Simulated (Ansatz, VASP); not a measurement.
## PtSe2 in VASP and in Ansatz

```
Pt Se
1.0
     3.77170    0.00000    0.00000
    -1.88585    3.26639    0.00000
     0.00000    0.00000    4.82183
Pt Se
1 2
Direct
  0.00000 0.00000 0.00000
  0.33333 0.66667 0.26554
  0.66667 0.33333 0.73446
```

Alike in both runs: task relaxation of cell and atoms; functional LDA; k mesh 12 × 12 × 10; occupations gaussian, width 0.1 eV; no spin polarisation.

```csv
,VASP,Ansatz
version,VASP 6.6.1,Ansatz 0.2.0
potentials or method,"VASP PAW LDA potentials, release 64 (Pt, Se), cutoff 600 eV","scalar-relativistic, plane waves, PAW"
valence electrons in the cell,22,50
```

|  | VASP | Ansatz | Ansatz less VASP |
| --- | --- | --- | --- |
| gap on the k mesh at the Fermi level, each at its own relaxed structure (eV) | none | none | - |
| relaxed volume (Å³/atom) | 19.26 | 19.24 | -0.022 |
| relaxed cell length with the largest relative difference (Å) | 3.745 | 3.741 | -0.0041 |

LDA's correlation is that of Perdew and Zunger in VASP and of Perdew and Wang (1992) in Ansatz. A gap of «none» marks a metal or a gap that the smearing closes. VASP's potentials hold 22 valence electrons a cell and Ansatz's 50, so a difference there can come from the potentials and not from the codes.

Spin-orbit coupling is off throughout.
